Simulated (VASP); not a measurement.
MnSi:

```xyz
2
Lattice="3.0722 0.0000 0.0000 0.0000 3.0722 0.0000 0.0000 0.0000 3.0722" Properties=species:S:1:pos:R:3 pbc="T T T"
Mn    0.0000    0.0000    0.0000
Si    1.5361    1.5361    1.5361
```

```yaml
Program: VASP 6.6.1
Task: relaxation of cell and atoms
Functional: PBE-based screened hybrid
Potentials_or_basis: VASP PAW PBE potentials, release 64 (Mn_pv, Si)
Cutoff: 600 eV
k_mesh: 5 × 5 × 5
Occupations: fermi-dirac, width 0.05 eV
Spin: collinear spin, ferromagnetic start
Starting_moments: "[4.0, 0.0] μB"
```

At the start: pressure 4.7 GPa; volume 14.50 Å³/atom.

Problem. How do energy, volume and symmetry change on relaxing?

Solution. Over 3 steps the energy falls by 9.9 meV/atom and the volume is 15.19 Å³/atom (+4.8 %); space group Pm-3m (No. 221, to 0.05 Å); moment 3.88 μB per cell.

The path:
```tsv
step	energy change (eV)	largest force (eV/Å)	pressure (GPa)	volume (Å³)
1	0.0000	0.0000	4.73	29.00
2	-0.0179	0.0000	-1.22	30.83
3	-0.0197	0.0000	0.01	30.39
```

Final structure:
```cif
data_structure
_symmetry_space_group_name_H-M 'P 1'
_symmetry_Int_Tables_number 1
_cell_length_a 3.1206
_cell_length_b 3.1206
_cell_length_c 3.1206
_cell_angle_alpha 90.000
_cell_angle_beta 90.000
_cell_angle_gamma 90.000
_cell_volume 30.39
loop_
_atom_site_label
_atom_site_type_symbol
_atom_site_fract_x
_atom_site_fract_y
_atom_site_fract_z
_atom_site_occupancy
Mn1 Mn 0.00000 0.00000 0.00000 1
Si1 Si 0.50000 0.50000 0.50000 1
```

Caveat: the k points lie up to 0.40 Å⁻¹ apart in the final cell; the PAW data sets were made with another functional, which shifts forces and pressure a little.
